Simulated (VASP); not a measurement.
Here is a VASP 6.6.1 calculation.

INCAR

```
SYSTEM = In
PREC     = Accurate       ! precision mode
ENCUT    = 520            ! plane-wave cutoff, eV
EDIFF    = 1E-6           ! SCF threshold, eV
ISMEAR   = 0              ! smearing method
SIGMA    = 0.014          ! smearing width, eV
LREAL    = .FALSE.        ! projectors in reciprocal space
LASPH    = .TRUE.         ! aspherical terms in the spheres
NELM     = 100            ! most SCF steps
ALGO     = Normal         ! electronic algorithm
ISIF     = 2              ! what is computed and relaxed
LWAVE    = .FALSE.        ! write WAVECAR
LCHARG   = .FALSE.        ! write CHGCAR
GGA      = PE             ! functional
NBANDS   = 12             ! bands
```

File KPOINTS:

```
regular mesh
0
G
  10 10 10
  0 0 0
```

The input POSCAR:

```
In
1.0
   -1.8825252400      1.8825252400      1.8825252400
    1.8825252400     -1.8825252400      1.8825252400
    1.8825252400      1.8825252400     -1.8825252400
In
1
Direct
    0.0000000000      0.0000000000      0.0000000000
```

Potentials or basis: VASP PAW PBE potentials, release 64 (In_d).

The run is started by

```bash
$ cat potpaw_PBE.64/In_d/POTCAR > POTCAR
$ mpirun -np 1 vasp_std > vasp.out
```

(1) What does it give for the pressure?

## Answers

(1) 1.5 GPa.
